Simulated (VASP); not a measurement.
Here is a VASP 6.6.1 calculation.

File INCAR:

```
PREC = Accurate
ENCUT = 520
EDIFF = 1E-7
ISMEAR = 0
SIGMA = 0.1
LREAL = F
LASPH = T
NELM = 100
ALGO = Normal
ISIF = 2
LWAVE = F
LCHARG = F
GGA = PE
NBANDS = 66
```

The input KPOINTS:

```
Automatic mesh
0
Gamma
  4 4 1
```

File POSCAR:

```
CdHg5Te6
1.0
    4.4209114000      0.0000000000      0.0000000000
    0.0000000000      4.4209114000      0.0000000000
    0.0000000000      0.0000000000     18.7563385900
Cd Hg Te
1 5 6
Direct
    0.5000000000      0.5000000000      0.5000000000
    0.0000000000      0.0000000000      0.0000000000
    0.5000000000      0.5000000000      0.1666666700
    0.0000000000      0.0000000000      0.3333333300
    0.0000000000      0.0000000000      0.6666666700
    0.5000000000      0.5000000000      0.8333333300
    0.0000000000      0.0000000000      0.1666666700
    0.5000000000      0.5000000000      0.3333333300
    0.0000000000      0.0000000000      0.5000000000
    0.5000000000      0.5000000000      0.6666666700
    0.0000000000      0.0000000000      0.8333333300
    0.5000000000      0.5000000000      0.0000000000
```

Potentials or basis: VASP PAW PBE potentials, release 64 (Cd, Hg, Te).

Run with:

```sh
$ cat potpaw_PBE.64/Cd/POTCAR potpaw_PBE.64/Hg/POTCAR potpaw_PBE.64/Te/POTCAR > POTCAR
$ mpirun -np 1 vasp_std > vasp.out
```

Question: What does it give for the pressure?

Answer: -1.7 GPa.

Question: What does it give for the band gap on the k mesh?

Answer: Zero (band 54 reaches 3.72 eV, above the bottom of band 55 at 1.60 eV).

Question: Estimate the largest force.

Answer: 0.097 eV/Å.

Forces on the atoms (eV/Å):
```
Cd   0.000  0.000  0.000
Hg   0.000  0.000  0.000
Hg   0.000  0.000 -0.033
Hg   0.000  0.000  0.050
Hg   0.000  0.000 -0.050
Hg   0.000  0.000  0.033
Te   0.000  0.000  0.003
Te   0.000  0.000  0.097
Te   0.000  0.000  0.000
Te   0.000  0.000 -0.097
Te   0.000  0.000 -0.003
Te   0.000  0.000  0.000
```

Caveat: spin-orbit coupling is left out, which moves the levels of the heavy elements.
